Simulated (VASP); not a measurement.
**CdS (Hawleyite): single point with PBE**

Crystal: CdS (Hawleyite).

```
Cd S
1.0
     0.00000    2.91650    2.91650
     2.91650    0.00000    2.91650
     2.91650    2.91650    0.00000
Cd S
1 1
Cartesian
  0.0000 0.0000 0.0000
  4.3748 4.3748 4.3748
```

```json
{
 "Program": "VASP 6.6.1",
 "Task": "single point",
 "Functional": "PBE",
 "Potentials or basis": "VASP PAW PBE potentials, release 64 (Cd, S)",
 "Cutoff": "520 eV",
 "k mesh": "6 × 6 × 6",
 "Occupations": "fermi-dirac, width 0.05 eV",
 "Spin": "no spin polarisation"
}
```

```json
{
 "Pressure": "3.2 GPa",
 "Band gap on the k mesh": "1.15 eV, direct"
}
```

Levels at points of the mesh, in eV from the valence-band top:
```tsv
k point	band 5	band 6	band 7	band 8	band 9	band 10	band 11	band 12	band 13	band 14
(0.00, 0.00, 0.00)	-7.25	-7.25	0.00	0.00	0.00	1.15	6.55	6.55	6.55	11.44
(0.50, 0.00, 0.00)	-7.21	-6.87	-4.40	-0.75	-0.75	3.01	7.01	7.01	7.48	11.09
(0.50, 0.50, 0.00)	-7.16	-6.81	-3.95	-1.88	-1.88	3.55	4.35	9.23	10.78	10.78
```

Wall time 18 s on 1 thread of Intel Xeon 8259CL, with other jobs on the host, peak memory 0.18 GiB.

PBE gaps usually lie below the measured ones, often by a third to a half.
